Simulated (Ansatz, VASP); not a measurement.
## TiO in VASP and in Ansatz

```
CELL_PARAMETERS angstrom
2.81972 0.00000 0.00000
-1.40986 2.44195 0.00000
0.00000 0.00000 5.45761
ATOMIC_POSITIONS crystal
Ti 0.33333 0.66667 0.25000
Ti 0.66667 0.33333 0.75000
O 0.00000 0.00000 0.00000
O 0.00000 0.00000 0.50000
```

Alike in both runs: task relaxation of cell and atoms; functional PBEsol; k mesh 18 × 18 × 8; occupations gaussian, width 0.1 eV; no spin polarisation.

```csv
,VASP,Ansatz
version,VASP 6.6.1,Ansatz 0.2.0
potentials or method,"VASP PAW PBE potentials, release 64 (Ti_sv, O), cutoff 600 eV","scalar-relativistic, plane waves, PAW"
valence electrons in the cell,36,36
```

|  | VASP | Ansatz | Ansatz less VASP |
| --- | --- | --- | --- |
| gap on the k mesh at the Fermi level, each at its own relaxed structure (eV) | none | none | - |
| relaxed volume (Å³/atom) | 9.41 | 9.39 | -0.023 |
| relaxed cell length with the largest relative difference (Å) | 5.461 | 5.456 | -0.0051 |

VASP's potentials were made for PBE, not for PBEsol. A gap of «none» marks a metal or a gap that the smearing closes.
